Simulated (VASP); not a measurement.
Write the native input for VASP 6.6.1 that does the following.

```
Task                   : single point
Functional             : PBEsol
Potentials or basis    : VASP PAW PBE potentials, release 64 (Ge_d)
Cutoff                 : 520 eV
k mesh                 : 8 × 8 × 6
Occupations            : methfessel-paxton, width 0.1 eV
Spin                   : no spin polarisation
Dipole correction      : no
Further INCAR settings : ALGO = Normal; EDIFF = 1e-06; NBANDS = 21
```

The structure of Ge lies in POSCAR:

```
Ge
1.0
   -2.5771700000      2.7232100000      1.4254800000
    2.5399200000     -2.7117800000      1.3358000000
    2.4847100000      2.6193100000     -1.4044200000
Ge
2
Direct
    0.2550828408      0.7576291717      0.4999088953
    0.5008400000      0.4981200000      0.0065300000
```

One way to write it, as run:

INCAR

```
PREC     = Accurate       # precision mode
ENCUT    = 520            # plane-wave cutoff, eV
EDIFF    = 1E-6           # SCF threshold, eV
ISMEAR   = 1              # smearing method
SIGMA    = 0.1            # smearing width, eV
LREAL    = False          # projectors in reciprocal space
LASPH    = True           # aspherical terms in the spheres
NELM     = 60             # most SCF steps
ALGO     = Normal         # electronic algorithm
ISIF     = 2              # what is computed and relaxed
LWAVE    = False          # write WAVECAR
LCHARG   = False          # write CHGCAR
GGA      = PS             # functional
NBANDS   = 21             # bands
```

KPOINTS

```
Automatic mesh
0
Gamma
  8 8 6
```

Potentials or basis: VASP PAW PBE potentials, release 64 (Ge_d).

The run is started by

```bash
$ cat potpaw_PBE.64/Ge_d/POTCAR > POTCAR
$ mpirun -np 1 vasp_std > vasp.out
```

It gave:

```yaml
Pressure: -0.3 GPa
Largest_force: 0.186 eV/Å
Band_gap_on_the_k_mesh: zero (bands 14 and 15 overlap by 5.15 eV)
```

Caveat: the stress differs along the axes, from -7 to 4 GPa; the PAW data sets were made with another functional, which shifts forces and pressure a little.

It took 70 s on 1 thread of Intel(R) Xeon(R) Platinum 8488C (Sapphire Rapids) (shared host), peak memory 0.25 GiB.
